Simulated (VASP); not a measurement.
# Zn (P6_3/mmc) in VASP: further runs, part 2 of 2

VASP 6.6.1. Earlier steps stand in the parts before.

## 4. Single point, revPBE (volume scaled by 0.92)

INCAR reads:

```
SYSTEM = Zn
PREC     = Accurate       ! precision mode
ENCUT    = 520            ! plane-wave cutoff, eV
EDIFF    = 1E-6           ! SCF threshold, eV
ISMEAR   = -1             ! smearing method
SIGMA    = 0.1            ! smearing width, eV
LREAL    = .FALSE.        ! projectors in reciprocal space
LASPH    = .TRUE.         ! aspherical terms in the spheres
NELM     = 100            ! most SCF steps
ALGO     = Normal         ! electronic algorithm
ISIF     = 2              ! what is computed and relaxed
LWAVE    = .FALSE.        ! write WAVECAR
LCHARG   = .FALSE.        ! write CHGCAR
GGA      = RE             ! functional
NBANDS   = 32             ! bands
```

KPOINTS reads:

```
Automatic mesh
0
G
  15 15 4
  0 0 0
```

POSCAR reads:

```
Zn
1.0
    2.6120315594      0.0000000000      0.0000000000
   -1.3060157797      2.2620856859      0.0000000000
    0.0000000000      0.0000000000      9.7825059383
Zn
4
Direct
    1.0000000000      1.0000000000      0.0000000000
    0.0000000000      0.0000000000      0.5000000000
    0.3333333333      0.6666666667      0.2500000000
    0.6666666667      0.3333333333      0.7500000000
```

Potentials or basis: VASP PAW PBE potentials, release 64 (Zn).

The run is started by

```console
cat potpaw_PBE.64/Zn/POTCAR > POTCAR
mpirun -np 1 vasp_std > vasp.out
```

OUTCAR:

```text
SYSTEM = Zn
   PREC = Accurate
   ENCUT = 520
   EDIFF = 1E-6
   ISMEAR = -1
   LREAL = .FALSE.
   LASPH = .TRUE.
   NELM = 100
   ISIF = 2
   GGA = RE

 ion  position               nearest neighbor table
   1  0.000  0.000  0.000-   3 2.87   4 2.87   3 2.87   4 2.87   4 2.87   3 2.87
   2  0.000  0.000  0.500-   3 2.87   4 2.87   3 2.87   4 2.87   4 2.87   3 2.87
   3  0.333  0.667  0.250-   1 2.87   2 2.87   1 2.87   2 2.87   1 2.87   2 2.87
   4  0.667  0.333  0.750-   1 2.87   2 2.87   1 2.87   2 2.87   1 2.87   2 2.87

  LATTYP: Found a hexagonal cell.
 ALAT       =     2.6120315594
 C/A-ratio  =     3.7451714177

  Lattice vectors:

 A1 = (   2.6120315594,   0.0000000000,   0.0000000000)
 A2 = (  -1.3060157797,   2.2620856859,   0.0000000000)
 A3 = (   0.0000000000,   0.0000000000,   9.7825059383)

Analysis of symmetry for initial positions (statically):
=====================================================================
 Subroutine PRICEL returns:
 Original cell was already a primitive cell.

 Routine SETGRP: Setting up the symmetry group for a
 hexagonal supercell.

 Subroutine GETGRP returns: Found 24 space group operations
 (whereof 12 operations were pure point group operations)
 out of a pool of 24 trial point group operations.

The static configuration has the point symmetry D_3d.
 The point group associated with its full space group is D_6h.

Analysis of symmetry for dynamics (positions and initial velocities):
=====================================================================
 Subroutine PRICEL returns:
 Original cell was already a primitive cell.

 Routine SETGRP: Setting up the symmetry group for a
 hexagonal supercell.

 Subroutine GETGRP returns: Found 24 space group operations
 (whereof 12 operations were pure point group operations)
 out of a pool of 24 trial point group operations.

The dynamic configuration has the point symmetry D_3d.
[... 116 lines left out ...]
   NUPDOWN=      -1.0000    fix difference up-down
   EMIN   =  10.00;   EMAX   =-10.00  energy-range for DOS
   EFERMI =   0.00;   METHOD = LEGACY
   ISMEAR =    -1;   SIGMA  =   0.10  broadening in eV -4-tet -1-fermi 0-gaus
   EFERMI_NEDOS =   21; number of points for ismear=-14 and -15
   IALGO  =     38    algorithm
   IMIX   =      4    mixing-type and parameters
     AMIX     =   0.40;   BMIX     =  1.00
     AMIX_MAG =   1.60;   BMIX_MAG =  1.00
  volume/ion in A,a.u.               =      14.45        97.52
  Fermi-wavevector in a.u.,A,eV,Ry     =   1.538778  2.907869 32.216400  2.367839
  Thomas-Fermi vector in A             =   2.645099
   LORBIT       =      0    0 simple, 1 ext, 2 COOP (PROOUT), +10 PAW based schemes
   GGA     = RE    functional components
   LHFCALC =     F    Hartree Fock is set to
   AEXX    =    0.0000 exact exchange contribution
   IVDW    =     0    specifies the selected vdW correction
   LEPSILON=     F    determine dielectric tensor
   LRPA    =     F    only Hartree local field effects (RPA)
 non-spin polarized calculation
  energy-cutoff  :      520.00
  volume of cell :       57.80
 maximum number of plane-waves:      1596
 NGX is ok and might be reduce to    20
   NGX =  9   NGY =  9   NGZ = 37

 number of electron      47.9999979 magnetization

 Free energy of the ion-electron system (eV)
  ---------------------------------------------------
  ext. energy  EPLUGINS =         0.00000000
  ---------------------------------------------------
  free energy    TOTEN  =        -3.11389813 eV

  energy without entropy =       -3.09002706  energy(sigma->0) =       -3.10196260

 E-fermi :   3.6573     XC(G=0): -11.7192

 val. band max:        3.5952102181   @ k =   0.4000   0.0000   0.0000
 cond. band min:       3.7244348747   @ k =   0.3333   0.3333   0.0000
 fundamental gap:      0.1292246566
 Fermi energy:         3.6573393761

 k-point     1 :       0.0000    0.0000    0.0000
  band No.  band energies     occupation
      1      -7.2204      2.00000
      2      -5.9023      2.00000
      3      -5.8979      2.00000
      4      -5.2709      2.00000
      5      -4.4915      2.00000
      6      -4.2357      2.00000
[... 829 lines left out ...]
     31       9.2660      0.00000
     32       9.7975      0.00000

 [... further k-points ...]
[... 5 lines left out ...]
  --------------------------------------------------------------------------------------
  -------------------------------------------------------------------------------------
  Total        2.5793852      2.5793852      2.6966972     -0.0000000     -0.0000000      0.0000000
  in kB       71.4972269     71.4972269     74.7489641     -0.0000000     -0.0000000      0.0000000
  external PRESSURE =      72.5811393 kB  Pullay stress =       0.0000000 kB

 VOLUME and BASIS-vectors are now :
 -----------------------------------------------------------------------------
  energy-cutoff  :      520.00
  volume of cell :       57.80
      direct lattice vectors                 reciprocal lattice vectors
     2.612031559  0.000000000  0.000000000     0.382843766  0.221034952  0.000000000
    -1.306015780  2.262085686  0.000000000     0.000000000  0.442069903  0.000000000
     0.000000000  0.000000000  9.782505938     0.000000000  0.000000000  0.102223296

 POSITION                                       TOTAL-FORCE (eV/Angst)
 -----------------------------------------------------------------------------------
      0.00000      0.00000      0.00000         0.000000      0.000000     -0.000000
      0.00000      0.00000      4.89125         0.000000      0.000000     -0.000000
     -0.00000      1.50806      2.44563         0.000000     -0.000000     -0.000000
      1.30602      0.75403      7.33688        -0.000000      0.000000      0.000000
 -----------------------------------------------------------------------------------
    total drift:                                0.000000     -0.000000      0.000000

  FREE ENERGIE OF THE ION-ELECTRON SYSTEM (eV)
  ---------------------------------------------------
  free  energy   TOTEN  =        -3.1138981324 eV

  energy  without entropy=       -3.0900270607  energy(sigma->0) =       -3.10196260
```

OSZICAR:

```text
N       E                     dE             d eps       ncg     rms          rms(c)
DAV:   1     0.297274260866E+03    0.29727E+03   -0.23616E+04  5320   0.244E+03
DAV:   2     0.158526373194E+02   -0.28142E+03   -0.26749E+03  5200   0.409E+02
DAV:   3    -0.327076988165E+01   -0.19123E+02   -0.18943E+02  5856   0.116E+02
DAV:   4    -0.350394680890E+01   -0.23318E+00   -0.23311E+00  5760   0.141E+01
DAV:   5    -0.350434142255E+01   -0.39461E-03   -0.39461E-03  5944   0.504E-01    0.632E+00
DAV:   6    -0.313312157150E+01    0.37122E+00   -0.17271E+00  6024   0.217E+01    0.469E+00
DAV:   7    -0.312027144409E+01    0.12850E-01   -0.59717E-02  5888   0.335E+00    0.238E+00
DAV:   8    -0.311387558408E+01    0.63959E-02   -0.47555E-03  7184   0.170E+00    0.973E-02
DAV:   9    -0.311385890028E+01    0.16684E-04   -0.86693E-04  7352   0.880E-01    0.464E-02
DAV:  10    -0.311390145407E+01   -0.42554E-04   -0.25168E-04  6864   0.295E-01    0.231E-02
DAV:  11    -0.311389824586E+01    0.32082E-05   -0.10165E-04  5976   0.316E-01    0.852E-03
DAV:  12    -0.311389813242E+01    0.11344E-06   -0.89239E-06  5792   0.658E-02
   1 F= -.31138981E+01 E0= -.31019626E+01  d E =-.238711E-01
```

Wall time 51 s (1 thread of Intel Xeon 6975P-C (Granite Rapids), shared host); peak memory 0.24 GiB.

Results:

| Property | Result |
| --- | --- |
| Free energy | -3.1139 eV |
| Pressure | 7.3 GPa |
| Band gap on the k mesh | zero (band 24 reaches 5.37 eV, above the bottom of band 25 at 0.51 eV) |

Stress tensor (GPa, compression positive):
```
7.15 0.00 0.00
0.00 7.15 0.00
0.00 0.00 7.47
```

Levels at points of the mesh, in eV from the Fermi level:
```csv
k point,band 20,band 21,band 22,band 23,band 24,band 25,band 26,band 27,band 28,band 29
"(0.00, 0.00, 0.00)",-7.34,-7.34,-7.23,-7.23,-4.01,-3.14,4.53,4.53,13.75,17.49
"(0.00, 0.00, 0.50)",-7.26,-7.26,-7.26,-6.41,-6.41,0.13,0.13,9.55,9.55,18.68
```

Caveat: the PAW data sets were made with another functional, which shifts forces and pressure a little.

## 5. Single point, revPBE (volume scaled by 0.96)

INCAR reads:

```
  PREC = Accurate
  ENCUT = 520
  EDIFF = 1E-7
  ISMEAR = -1
  SIGMA = 0.1
  LREAL = False
  LASPH = True
  NELM = 80
  ALGO = Normal
  ISIF = 2
  LWAVE = False
  LCHARG = False
  GGA = RE
  NBANDS = 32
```

KPOINTS reads:

```
regular mesh
0
Gamma
  15 15 4
```

POSCAR reads:

```
Zn
1.0
    2.6493513381      0.0000000000      0.0000000000
   -1.3246756690      2.2944055623      0.0000000000
    0.0000000000      0.0000000000      9.9222749067
Zn
4
Direct
    1.0000000000      1.0000000000      0.0000000000
    0.0000000000      0.0000000000      0.5000000000
    0.3333333333      0.6666666667      0.2500000000
    0.6666666667      0.3333333333      0.7500000000
```

The run is started by

```console
cat potpaw_PBE.64/Zn/POTCAR > POTCAR
mpirun -np 1 vasp_std > vasp.out
```

It took 61 s on 1 thread of Intel Xeon 6975P-C (Granite Rapids), shared host; peak memory 0.24 GiB.

It converged, with:

| Quantity | Value |
| --- | --- |
| Free energy | -3.1957 eV |
| Pressure | 3.4 GPa |
| Band gap on the k mesh | zero (band 24 reaches 5.03 eV, above the bottom of band 25 at 0.17 eV) |

Stress tensor (GPa, compression positive):
```
2.88 0.00 0.00
0.00 2.88 0.00
0.00 0.00 4.30
```

Levels at points of the mesh, in eV from the Fermi level:
```csv
k point,band 21,band 22,band 23,band 24,band 25,band 26,band 27,band 28
"(0.00, 0.00, 0.00)",-7.26,-7.16,-7.16,-3.78,-3.17,4.40,4.41,13.38
"(0.00, 0.00, 0.50)",-7.19,-7.19,-6.23,-6.23,0.12,0.12,9.29,9.29
```

Caveat: the PAW data sets were made with another functional, which shifts forces and pressure a little.

## 6. Overview

| cell | k mesh | gap on the mesh (eV) | pressure (GPa) |
| --- | --- | --- | --- |
| a = 2.686, b = 2.686, c = 10.058 Å, angles 90.0, 90.0, 120.0°, 4 atoms | 13 × 13 × 4 | none | 0.3 |
| a = 2.574, b = 2.574, c = 9.639 Å, angles 90.0, 90.0, 120.0°, 4 atoms | 15 × 15 × 4 | none | 12.2 |
| a = 2.612, b = 2.612, c = 9.783 Å, angles 90.0, 90.0, 120.0°, 4 atoms | 15 × 15 × 4 | none | 7.3 |
| a = 2.649, b = 2.649, c = 9.922 Å, angles 90.0, 90.0, 120.0°, 4 atoms | 15 × 15 × 4 | none | 3.4 |

Alike in all rows: task single point; level revPBE; potentials or basis VASP PAW PBE potentials, release 64 (Zn); no spin polarisation; cutoff (eV) 520; smearing fermi-dirac 0.1 eV.

Caveats: the PAW data sets were made with another functional, which shifts forces and pressure a little.

Absolute energies hang on the potentials; compare differences alone.
